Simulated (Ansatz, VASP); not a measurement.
**C: VASP beside Ansatz**

```
C
1.0
     0.00000    1.76575    1.76575
     1.76575    0.00000    1.76575
     1.76575    1.76575    0.00000
C
2
Direct
  0.00000 0.00000 0.00000
  0.25000 0.25000 0.25000
```

Alike in both runs: functional LDA; k mesh 10 × 10 × 10; occupations gaussian, width 0.1 eV; no spin polarisation.

Ansatz relaxed the structure, and its values are those at the end. VASP's run is a single point on that final structure, the one shown.

|  | VASP | Ansatz |
| --- | --- | --- |
| version | VASP 6.6.1 | Ansatz 0.2.0 |
| potentials or method | VASP PAW LDA potentials, release 64 (C), cutoff 600 eV | scalar-relativistic, plane waves, PAW |
| valence electrons in the cell | 8 | 8 |

VASP gave:

| Item | Value |
| --- | --- |
| gap on the k mesh at the Fermi level (eV) | 4.20 |
| least direct gap on the mesh (eV) | 5.63 |
| pressure (GPa) | 0.9 |

Problem. Estimate Ansatz's values.

Solution. gap on the k mesh at the Fermi level (eV): 4.21; least direct gap on the mesh (eV): 5.62; pressure (GPa): 0.0.

Ansatz warns that its potentials were made for another functional, while VASP's fit it. LDA's correlation is that of Perdew and Zunger in VASP and of Perdew and Wang (1992) in Ansatz.
